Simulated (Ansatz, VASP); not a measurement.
Two plane-wave programs on GaAs

The input INCAR:

```
SYSTEM = GaAs
PREC = Accurate
ENCUT = 520
EDIFF = 1E-6
ISMEAR = 0
SIGMA = 0.01
LREAL = .False.
LASPH = .True.
NELM = 60
ALGO = Normal
ISIF = 2
LWAVE = .False.
LCHARG = .False.
GGA = PE
NBANDS = 16
```

KPOINTS

```
Automatic mesh
0
Gamma
  6 6 6
  0 0 0
```

The input POSCAR:

```
GaAs
1.0
    0.0000000000      2.9006943704      2.9006943704
    2.9006943704      0.0000000000      2.9006943704
    2.9006943704      2.9006943704      0.0000000000
Ga As
1 1
Direct
    0.0000000000      0.0000000000      0.0000000000
    0.2500000000      0.2500000000      0.2500000000
```

Input for Ansatz:

```yaml
crystal:
  lattice:
    - [0.0, 2.9006943704, 2.9006943704]
    - [2.9006943704, 0.0, 2.9006943704]
    - [2.9006943704, 2.9006943704, 0.0]
  atoms:
    - { symbol: Ga, position: [0.0, 0.0, 0.0] }
    - { symbol: As, position: [0.25, 0.25, 0.25] }
kpoints:
  mp_grid: { grid: [6, 6, 6] }
hamiltonian:
  xc: pbe
scf:
  occupations: { method: fixed }
  n_extra_bands: 4
output:
  forces: true
  stress: true
  eigenvalues: true
```

Alike in both runs: task single point; functional PBE; k mesh 6 × 6 × 6; no spin polarisation.

|  | VASP | Ansatz |
| --- | --- | --- |
| version | VASP 6.6.1 | Ansatz 0.2.0 |
| potentials or method | VASP PAW PBE potentials, release 64 (Ga_d, As) | plane waves, PAW |
| plane-wave cutoff (eV) | 520 | 420 |
| occupations | gaussian, width 0.01 eV | fixed |
| valence electrons in the cell | 18 | 28 |

```tsv
	VASP	Ansatz	Ansatz less VASP
gap on the k mesh at the Fermi level (eV)	none	none	-
pressure (GPa)	-1.4	-1.5	-0.13
```

A gap of «none» marks a metal or a gap that the smearing closes. VASP's potentials hold 18 valence electrons a cell and Ansatz's 28, so a difference there can come from the potentials and not from the codes. Ansatz's warnings: unresolved pair at count.
